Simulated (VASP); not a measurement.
# InB2As3 (P4/mmm) in VASP: a series of runs

Runs on InB2As3. Level: PBE. Tasks: single point, relaxation of cell and atoms.

Everything below comes from runs of VASP 6.6.1. Logs are shortened: lines on timing, memory, paths and dates and some standing lists are left out, and cuts for length are marked.

## 1. The cell of the first run

It takes space group P4/mmm (No. 123, tetragonal). Conventional cell: a = 3.450 Å, b = 3.450 Å, c = 8.619 Å, α = 90.00°, β = 90.00°, γ = 90.00°. Within 3.4 Å of In (site symmetry 4/mmm) lie 8 B at 2.57 Å and 2 As at 2.82 Å. Within 2.1 Å of B (site symmetry 4mm) lie 1 B at 1.60 Å. Within 3.7 Å of As (site symmetry 4mm) lie 1 In at 2.82 Å and 9 As at 2.86 to 3.45 Å and 4 B at 3.17 Å. Within 3.8 Å of As (site symmetry 4/mmm) lie 12 As at 2.86 to 3.45 Å and 2 B at 3.51 Å.

## 2. Single point, PBE

INCAR

```
SYSTEM = InB2As3
PREC = Accurate
ENCUT = 520
EDIFF = 1E-6
ISMEAR = 0
SIGMA = 0.1
LREAL = .False.
LASPH = .True.
NELM = 80
ALGO = Normal
ISIF = 2
LWAVE = .False.
LCHARG = .False.
GGA = PE
NBANDS = 26
```

KPOINTS

```
Automatic mesh
0
Gamma
  10 10 6
  0 0 0
```

POSCAR

```
InB2As3
1.0
    3.4496314620      0.0000000000      0.0000000000
    0.0000000000      3.4496314620      0.0000000000
    0.0000000000      0.0000000000      8.6194447853
In B As
1 2 3
Direct
    0.0000000000      0.0000000000      0.5000000000
    0.5000000000      0.5000000000      0.4071201216
    0.5000000000      0.5000000000      0.5928798784
    0.0000000000      0.0000000000      0.8270891429
    0.0000000000      0.0000000000      0.1729108571
    0.5000000000      0.5000000000      0.0000000000
```

Potentials or basis: VASP PAW PBE potentials, release 64 (In_d, B, As).

The run is started by

```sh
$ cat potpaw_PBE.64/In_d/POTCAR potpaw_PBE.64/B/POTCAR potpaw_PBE.64/As/POTCAR > POTCAR
$ mpirun -np 1 vasp_std > vasp.out
```

OUTCAR:

```text
SYSTEM = InB2As3
   PREC = Accurate
   ENCUT = 520
   EDIFF = 1E-6
   ISMEAR = 0
   LREAL = .False.
   LASPH = .True.
   NELM = 80
   ISIF = 2
   GGA = PE

 ion  position               nearest neighbor table
   1  0.000  0.000  0.500-   2 2.57   3 2.57   2 2.57   3 2.57   2 2.57   3 2.57   2 2.57   3 2.57
                             4 2.82   5 2.82
   2  0.500  0.500  0.407-   3 1.60   1 2.57   1 2.57   1 2.57   1 2.57
   3  0.500  0.500  0.593-   2 1.60   1 2.57   1 2.57   1 2.57   1 2.57
   4  0.000  0.000  0.827-   1 2.82   6 2.86   6 2.86   6 2.86   6 2.86
   5  0.000  0.000  0.173-   1 2.82   6 2.86   6 2.86   6 2.86   6 2.86
   6  0.500  0.500  0.000-   4 2.86   5 2.86   4 2.86   5 2.86   4 2.86   5 2.86   4 2.86   5 2.86

  LATTYP: Found a simple tetragonal cell.
 ALAT       =     3.4496314620
 C/A-ratio  =     2.4986567059

  Lattice vectors:

 A1 = (   3.4496314620,   0.0000000000,   0.0000000000)
 A2 = (   0.0000000000,   3.4496314620,   0.0000000000)
 A3 = (   0.0000000000,   0.0000000000,   8.6194447853)

Analysis of symmetry for initial positions (statically):
=====================================================================
 Subroutine PRICEL returns:
 Original cell was already a primitive cell.

 Routine SETGRP: Setting up the symmetry group for a
 simple tetragonal supercell.

 Subroutine GETGRP returns: Found 16 space group operations
 (whereof 16 operations were pure point group operations)
 out of a pool of 16 trial point group operations.

The static configuration has the point symmetry D_4h.

Analysis of symmetry for dynamics (positions and initial velocities):
=====================================================================
 Subroutine PRICEL returns:
 Original cell was already a primitive cell.

 Routine SETGRP: Setting up the symmetry group for a
 simple tetragonal supercell.

 Subroutine GETGRP returns: Found 16 space group operations
 (whereof 16 operations were pure point group operations)
 out of a pool of 16 trial point group operations.

The dynamic configuration has the point symmetry D_4h.

 Subroutine INISYM returns: Found 16 space group operations
 (whereof 16 operations are pure point group operations),
 and found     1 'primitive' translations

[... 102 lines left out ...]
   EDIFF  = 0.1E-05   stopping-criterion for ELM
   LREAL  =      F    real-space projection
   EDIFFG = 0.1E-04   stopping-criterion for IOM
   NSW    =      0    number of steps for IOM
   IBRION =     -1    ionic relax: 0-MD 1-quasi-New 2-CG
   NFREE  =      0    steps in history (QN), initial steepest desc. (CG)
   ISIF   =      2    stress and relaxation
   ISYM   =      2    0-nonsym 1-usesym 2-fastsym
   POTIM  = 0.5000    time-step for ionic-motion
   TEBEG  =    0.0;   TEEND  =   0.0 temperature during run
   PSTRESS=    0.0 pullay stress
   NELECT =      34.0000    total number of electrons
   NUPDOWN=      -1.0000    fix difference up-down
   EMIN   =  10.00;   EMAX   =-10.00  energy-range for DOS
   EFERMI =   0.00;   METHOD = LEGACY
   ISMEAR =     0;   SIGMA  =   0.10  broadening in eV -4-tet -1-fermi 0-gaus
   EFERMI_NEDOS =   21; number of points for ismear=-14 and -15
   IALGO  =     38    algorithm
   IMIX   =      4    mixing-type and parameters
     AMIX     =   0.40;   BMIX     =  1.00
     AMIX_MAG =   1.60;   BMIX_MAG =  1.00
  volume/ion in A,a.u.               =      17.10       115.36
  Fermi-wavevector in a.u.,A,eV,Ry     =   1.132990  2.141041 17.465354  1.283667
  Thomas-Fermi vector in A             =   2.269692
   LORBIT       =      0    0 simple, 1 ext, 2 COOP (PROOUT), +10 PAW based schemes
   GGA     = PE    functional components
   LHFCALC =     F    Hartree Fock is set to
   AEXX    =    0.0000 exact exchange contribution
   IVDW    =     0    specifies the selected vdW correction
   LEPSILON=     F    determine dielectric tensor
   LRPA    =     F    only Hartree local field effects (RPA)
 non-spin polarized calculation
 Gauss-broadening in eV      SIGMA  =   0.10
  energy-cutoff  :      520.00
  volume of cell :      102.57
 maximum number of plane-waves:      2788
 NGX is ok and might be reduce to    28
   NGX = 13   NGY = 13   NGZ = 33

 number of electron      33.9999996 magnetization

 Free energy of the ion-electron system (eV)
  ---------------------------------------------------
  ext. energy  EPLUGINS =         0.00000000
  ---------------------------------------------------
  free energy    TOTEN  =       -23.90654511 eV

  energy without entropy =      -23.89574215  energy(sigma->0) =      -23.90114363

 E-fermi :   6.0264     XC(G=0): -10.6114

 val. band max:        6.0071928447   @ k =   0.2000   0.1000   0.1667
 cond. band min:       6.0295974275   @ k =   0.5000   0.3000   0.5000
 fundamental gap:      0.0224045829
 Fermi energy:         6.0263834992

 k-point     1 :       0.0000    0.0000    0.0000
  band No.  band energies     occupation
      1      -8.7073      2.00000
      2      -8.4709      2.00000
      3      -8.3530      2.00000
      4      -8.2921      2.00000
      5      -8.2921      2.00000
      6      -8.2450      2.00000
[... 685 lines left out ...]
     25      11.1591      0.00000
     26      12.2250      0.00000

 [... further k-points ...]

------------------------ aborting loop because EDIFF is reached ----------------------------------------

  FORCE on cell =-STRESS in cart. coord.  units (eV):
  Direction    XX          YY          ZZ          XY          YZ          ZX
  --------------------------------------------------------------------------------------
  -------------------------------------------------------------------------------------
  Total        0.0340955      0.0340955      0.0626662      0.0000000      0.0000000      0.0000000
  in kB        0.5325771      0.5325771      0.9788569      0.0000000      0.0000000      0.0000000
  external PRESSURE =       0.6813370 kB  Pullay stress =       0.0000000 kB

 VOLUME and BASIS-vectors are now :
 -----------------------------------------------------------------------------
  energy-cutoff  :      520.00
  volume of cell :      102.57
      direct lattice vectors                 reciprocal lattice vectors
     3.449631462  0.000000000  0.000000000     0.289886039  0.000000000  0.000000000
     0.000000000  3.449631462  0.000000000     0.000000000  0.289886039  0.000000000
     0.000000000  0.000000000  8.619444785     0.000000000  0.000000000  0.116016753

 POSITION                                       TOTAL-FORCE (eV/Angst)
 -----------------------------------------------------------------------------------
      0.00000      0.00000      4.30972         0.000000      0.000000      0.000000
      1.72482      1.72482      3.50915         0.000000     -0.000000     -0.024544
      1.72482      1.72482      5.11030        -0.000000      0.000000      0.024544
      0.00000      0.00000      7.12905        -0.000000      0.000000     -0.006722
      0.00000      0.00000      1.49040         0.000000      0.000000      0.006722
      1.72482      1.72482      0.00000         0.000000      0.000000      0.000000
 -----------------------------------------------------------------------------------
    total drift:                               -0.000000      0.000000      0.000000

  FREE ENERGIE OF THE ION-ELECTRON SYSTEM (eV)
  ---------------------------------------------------
  free  energy   TOTEN  =       -23.9065451119 eV

  energy  without entropy=      -23.8957421518  energy(sigma->0) =      -23.90114363
```

Wall time 75 s (1 thread of Intel Xeon 6975P-C (Granite Rapids), shared host); peak memory 0.36 GiB.

What came out:

| Item | Value |
| --- | --- |
| Free energy | -23.9065 eV |
| Pressure | 0.1 GPa |
| Largest force | 0.025 eV/Å |
| Band gap on the k mesh | zero (band 17 reaches 6.95 eV, above the bottom of band 18 at 3.95 eV) |

Forces in eV/Å, atoms in the order of the input:
```
In   0.000  0.000  0.000
B    0.000  0.000 -0.025
B    0.000  0.000  0.025
As   0.000  0.000 -0.007
As   0.000  0.000  0.007
As   0.000  0.000  0.000
```

Caveat: spin-orbit coupling is left out, which moves the levels of the heavy elements.

## 3. Relaxation of cell and atoms, PBE

This run uses another cell than the first one, of 16.99 Å³/atom, 0.994 times its volume.

INCAR

```
SYSTEM = InB2As3
  PREC = Accurate
  ENCUT = 600
  EDIFF = 1E-6
  ISMEAR = 0
  SIGMA = 0.1
  LREAL = .FALSE.
  LASPH = .TRUE.
  NELM = 100
  ALGO = Normal
  ISIF = 3
  LWAVE = .FALSE.
  LCHARG = .FALSE.
  GGA = PE
  IBRION = 2
  NSW = 90
  EDIFFG = -0.04
```

KPOINTS

```
regular mesh
0
G
  6 6 2
  0 0 0
```

POSCAR

```
InB2As3
1.0
    3.4078733640      0.0000000000      0.0000000000
    0.0000000000      3.4078733640      0.0000000000
    0.0000000000      0.0000000000      8.7764373625
In B As
1 2 3
Direct
    0.0000000000      0.0000000000      0.5000000000
    0.5000000000      0.5000000000      0.4089773979
    0.5000000000      0.5000000000      0.5910226021
    0.0000000000      0.0000000000      0.8217283736
    0.0000000000      0.0000000000      0.1782716264
    0.5000000000      0.5000000000      0.0000000000
```

Potentials or basis: VASP PAW PBE potentials, release 64 (In_d, B, As).

The run is started by

```sh
$ cat potpaw_PBE.64/In_d/POTCAR potpaw_PBE.64/B/POTCAR potpaw_PBE.64/As/POTCAR > POTCAR
$ mpirun -np 1 vasp_std > vasp.out
```

OUTCAR:

```text
SYSTEM = InB2As3
   PREC = Accurate
   ENCUT = 600
   EDIFF = 1E-6
   ISMEAR = 0
   LREAL = .FALSE.
   LASPH = .TRUE.
   NELM = 100
   ISIF = 3
   GGA = PE
   IBRION = 2
   NSW = 90
   EDIFFG = -0.04

 ion  position               nearest neighbor table
   1  0.000  0.000  0.500-   2 2.54   3 2.54   2 2.54   3 2.54   2 2.54   3 2.54   2 2.54   3 2.54
                             4 2.82   5 2.82
   2  0.500  0.500  0.409-   3 1.60   1 2.54   1 2.54   1 2.54   1 2.54
   3  0.500  0.500  0.591-   2 1.60   1 2.54   1 2.54   1 2.54   1 2.54
   4  0.000  0.000  0.822-   1 2.82   6 2.87   6 2.87   6 2.87   6 2.87
   5  0.000  0.000  0.178-   1 2.82   6 2.87   6 2.87   6 2.87   6 2.87
   6  0.500  0.500  0.000-   4 2.87   5 2.87   4 2.87   5 2.87   4 2.87   5 2.87   4 2.87   5 2.87

  LATTYP: Found a simple tetragonal cell.
 ALAT       =     3.4078733640
 C/A-ratio  =     2.5753414007

  Lattice vectors:

 A1 = (   3.4078733640,   0.0000000000,   0.0000000000)
 A2 = (   0.0000000000,   3.4078733640,   0.0000000000)
 A3 = (   0.0000000000,   0.0000000000,   8.7764373625)

Analysis of symmetry for initial positions (statically):
=====================================================================
 Subroutine PRICEL returns:
 Original cell was already a primitive cell.

 Routine SETGRP: Setting up the symmetry group for a
 simple tetragonal supercell.

 Subroutine GETGRP returns: Found 16 space group operations
 (whereof 16 operations were pure point group operations)
 out of a pool of 16 trial point group operations.

The static configuration has the point symmetry D_4h.

Analysis of symmetry for dynamics (positions and initial velocities):
=====================================================================
 Subroutine PRICEL returns:
 Original cell was already a primitive cell.

 Routine SETGRP: Setting up the symmetry group for a
 simple tetragonal supercell.

[... 129 lines left out ...]
  Fermi-wavevector in a.u.,A,eV,Ry     =   1.135375  2.145548 17.538956  1.289077
  Thomas-Fermi vector in A             =   2.272080
   LORBIT       =      0    0 simple, 1 ext, 2 COOP (PROOUT), +10 PAW based schemes
   GGA     = PE    functional components
   LHFCALC =     F    Hartree Fock is set to
   AEXX    =    0.0000 exact exchange contribution
   IVDW    =     0    specifies the selected vdW correction
   LEPSILON=     F    determine dielectric tensor
   LRPA    =     F    only Hartree local field effects (RPA)
 conjugate gradient relaxation of ions
 non-spin polarized calculation
 Gauss-broadening in eV      SIGMA  =   0.10
  energy-cutoff  :      600.00
  volume of cell :      101.93
 maximum number of plane-waves:      3452
 NGX is ok and might be reduce to    28
   NGX = 13   NGY = 13   NGZ = 35

--------------------------------------- Ionic step        1  -------------------------------------------

 number of electron      33.9999997 magnetization

 Free energy of the ion-electron system (eV)
  ---------------------------------------------------
  ext. energy  EPLUGINS =         0.00000000
  ---------------------------------------------------
  free energy    TOTEN  =       -23.69322096 eV

  energy without entropy =      -23.67166163  energy(sigma->0) =      -23.68244129

------------------------ aborting loop because EDIFF is reached ----------------------------------------

  FORCE on cell =-STRESS in cart. coord.  units (eV):
  Direction    XX          YY          ZZ          XY          YZ          ZX
  --------------------------------------------------------------------------------------
  -------------------------------------------------------------------------------------
  Total        1.2257380      1.2257380     -1.3112656      0.0000000     -0.0000000     -0.0000000
  in kB       19.2673978     19.2673978    -20.6118091      0.0000000     -0.0000000     -0.0000000
  external PRESSURE =       5.9743288 kB  Pullay stress =       0.0000000 kB
[... 101 lines left out ...]
  FREE ENERGIE OF THE ION-ELECTRON SYSTEM (eV)
  ---------------------------------------------------
  free  energy   TOTEN  =       -23.7321761130 eV

  energy  without entropy=      -23.7087996108  energy(sigma->0) =      -23.72048786

[... ionic steps 4 to 11 ...]

--------------------------------------- Ionic step       12  -------------------------------------------

 number of electron      34.0000006 magnetization

------------------------ aborting loop because EDIFF is reached ----------------------------------------
[... 75 lines left out ...]
--------------------------------------- Ionic step       14  -------------------------------------------

 number of electron      34.0000005 magnetization

 Free energy of the ion-electron system (eV)
  ---------------------------------------------------
  ext. energy  EPLUGINS =         0.00000000
  ---------------------------------------------------
  free energy    TOTEN  =       -23.74804828 eV

  energy without entropy =      -23.72708352  energy(sigma->0) =      -23.73756590

 E-fermi :   6.0841     XC(G=0): -10.6110

 val. band max:        6.0684340163   @ k =   0.5000   0.5000   0.0000
 cond. band min:       6.0946787449   @ k =   0.3333   0.1667   0.5000
 fundamental gap:      0.0262447286
 Fermi energy:         6.0841214451

 k-point     1 :       0.0000    0.0000    0.0000
  band No.  band energies     occupation
      1      -8.7586      2.00000
      2      -8.4958      2.00000
      3      -8.3438      2.00000
      4      -8.3438      2.00000
      5      -8.3309      2.00000
      6      -8.2949      2.00000
[... 502 lines left out ...]
  FREE ENERGIE OF THE ION-ELECTRON SYSTEM (eV)
  ---------------------------------------------------
  free  energy   TOTEN  =       -23.7480482813 eV

  energy  without entropy=      -23.7270835152  energy(sigma->0) =      -23.73756590

 reached required accuracy - stopping structural energy minimisation
```

OSZICAR:

```text
N       E                     dE             d eps       ncg     rms          rms(c)
DAV:   1     0.252461362947E+03    0.25246E+03   -0.16434E+04   840   0.184E+03
DAV:   2     0.320541832034E+01   -0.24926E+03   -0.24125E+03   878   0.393E+02
DAV:   3    -0.252888110168E+02   -0.28494E+02   -0.26666E+02  1101   0.120E+02
[... 115 lines left out ...]
DAV:   1    -0.237480425333E+02   -0.41745E-04   -0.65796E-03   872   0.500E-01    0.403E-02
DAV:   2    -0.237480587366E+02   -0.16203E-04   -0.46267E-04  1024   0.135E-01    0.181E-02
DAV:   3    -0.237480500167E+02    0.87198E-05   -0.21004E-05  1136   0.387E-02    0.768E-03
DAV:   4    -0.237480484837E+02    0.15331E-05   -0.45916E-06  1022   0.150E-02    0.319E-03
DAV:   5    -0.237480482813E+02    0.20236E-06   -0.68787E-07   478   0.673E-03
  14 F= -.23748048E+02 E0= -.23737566E+02  d E =-.609236E-03
```

Wall time 2.9 min (1 thread of Intel Xeon 6975P-C (Granite Rapids), shared host); peak memory 0.26 GiB.

Results:

| Property | Result |
| --- | --- |
| Free energy | -23.7480 eV |
| Relaxed volume | 17.11 Å³/atom |
| Relaxed cell | a = 3.493 Å, b = 3.493 Å, c = 8.413 Å, α = 90.00°, β = 90.00°, γ = 90.00° |
| Space group after relaxing (to 0.05 Å) | P4/mmm (No. 123) |
| Energy gained by relaxing | 9.1 meV/atom |
| Ionic steps | 14 |
| Pressure after relaxing | 0.1 GPa |
| Largest force after relaxing | 0.025 eV/Å |
| Band gap on the k mesh | zero (band 17 reaches 6.93 eV, above the bottom of band 18 at 4.21 eV) |

Forces in eV/Å, atoms in the order of the input:
```
In   0.000  0.000  0.000
B    0.000  0.000  0.025
B    0.000  0.000 -0.025
As   0.000  0.000 -0.003
As   0.000  0.000  0.003
As   0.000  0.000  0.000
```

The path:
| step | energy change (eV) | largest force (eV/Å) | pressure (GPa) | volume (Å³) |
| --- | --- | --- | --- | --- |
| 1 | 0.0000 | 0.2033 | 0.60 | 101.93 |
| 2 | -0.0302 | 0.1149 | -0.32 | 102.85 |
| 3 | -0.0390 | 0.1040 | -1.01 | 103.67 |
| 4 | -0.0470 | 0.1727 | 0.27 | 102.03 |
| 5 | -0.0470 | 0.1770 | 0.31 | 101.98 |
| 6 | -0.0491 | 0.1368 | 0.26 | 101.75 |
| 7 | -0.0492 | 0.0763 | 0.27 | 101.79 |
| 8 | -0.0516 | 0.0795 | 0.07 | 102.17 |
| 9 | -0.0534 | 0.0752 | -0.26 | 102.90 |
| 10 | -0.0534 | 0.0805 | -0.20 | 102.76 |
| 11 | -0.0541 | 0.0947 | 0.22 | 102.53 |
| 12 | -0.0542 | 0.0513 | 0.10 | 102.60 |
| 13 | -0.0548 | 0.0472 | 0.07 | 102.67 |
| 14 | -0.0548 | 0.0254 | 0.08 | 102.65 |

Final structure:
```cif
data_structure
_symmetry_space_group_name_H-M 'P 1'
_symmetry_Int_Tables_number 1
_cell_length_a 3.4931
_cell_length_b 3.4931
_cell_length_c 8.4128
_cell_angle_alpha 90.000
_cell_angle_beta 90.000
_cell_angle_gamma 90.000
_cell_volume 102.65
loop_
_atom_site_label
_atom_site_type_symbol
_atom_site_fract_x
_atom_site_fract_y
_atom_site_fract_z
_atom_site_occupancy
In1 In 0.00000 0.00000 0.50000 1
B1 B 0.50000 0.50000 0.40464 1
B2 B 0.50000 0.50000 0.59536 1
As1 As 0.00000 0.00000 0.82874 1
As2 As 0.00000 0.00000 0.17126 1
As3 As 0.50000 0.50000 0.00000 1
```

Caveat: spin-orbit coupling is left out, which moves the levels of the heavy elements.

(Part 1 of 2 ends here.)
